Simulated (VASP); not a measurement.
Input of a VASP 6.6.1 run:

Contents of POSCAR:

```
Sn2TeSe
1.0
    2.2341624920      1.2898943161      7.2639279696
   -2.2341624920      1.2898943161      7.2639279696
    0.0000000000     -2.5797886324      7.2639279696
Se Te Sn
1 1 2
Direct
    1.0000000000      0.0000000000      0.0000000000
    0.5000000000      0.5000000000      0.5000000000
    0.2555289085      0.2555289085      0.2555289085
    0.7444710915      0.7444710915      0.7444710915
```

File INCAR.step1:

```
SYSTEM = Sn2TeSe
ALGO = Normal
EDIFF = 1E-4
ENCUT = 520
GGA = PE
ISMEAR = -1
LASPH = .TRUE.
LCHARG = .FALSE.
LREAL = .FALSE.
LWAVE = .TRUE.
NBANDS = 28
NELM = 60
PREC = Accurate
SIGMA = 0.02
```

The input INCAR.step2:

```
SYSTEM = Sn2TeSe
ALGO = Normal
EDIFF = 1E-6
ENCUT = 520
ISIF = 2
ISMEAR = -1
ISTART = 1
LASPH = .TRUE.
LCHARG = .TRUE.
LELF = .TRUE.
LMIXTAU = .TRUE.
LREAL = .FALSE.
LVHAR = .TRUE.
LWAVE = .FALSE.
METAGGA = R2SCAN
NBANDS = 28
NELM = 60
PREC = Accurate
SIGMA = 0.02
```

The input KPOINTS:

```
k-points
0
G
  6 6 6
  0 0 0
```

Potentials or basis: VASP PAW PBE potentials, release 64 (Se, Te, Sn_d).

The run is started by

```bash
$ cat potpaw_PBE.64/Se/POTCAR potpaw_PBE.64/Te/POTCAR potpaw_PBE.64/Sn_d/POTCAR > POTCAR
$ cp INCAR.step1 INCAR
$ mpirun -np 1 vasp_std > vasp.out
$ cp INCAR.step2 INCAR
$ mpirun -np 1 vasp_std > vasp.out
```

Problem. Predict the largest force.

Solution. 0.019 eV/Å.

Problem. Predict the band gap on the k mesh.

Solution. 0.05 eV.

Problem. Predict the pressure.

Solution. -2.4 GPa.

Forces in eV/Å, atoms in the order of the input:
```
Se   0.000  0.000  0.000
Te   0.000  0.000  0.000
Sn   0.000  0.000 -0.019
Sn   0.000  0.000  0.019
```

Caveat: semilocal functionals underestimate gaps, and a narrow one can read as zero; the PAW data sets were made with another functional, which shifts forces and pressure a little; spin-orbit coupling is left out, which moves the levels of the heavy elements. A k mesh can miss the band edges.
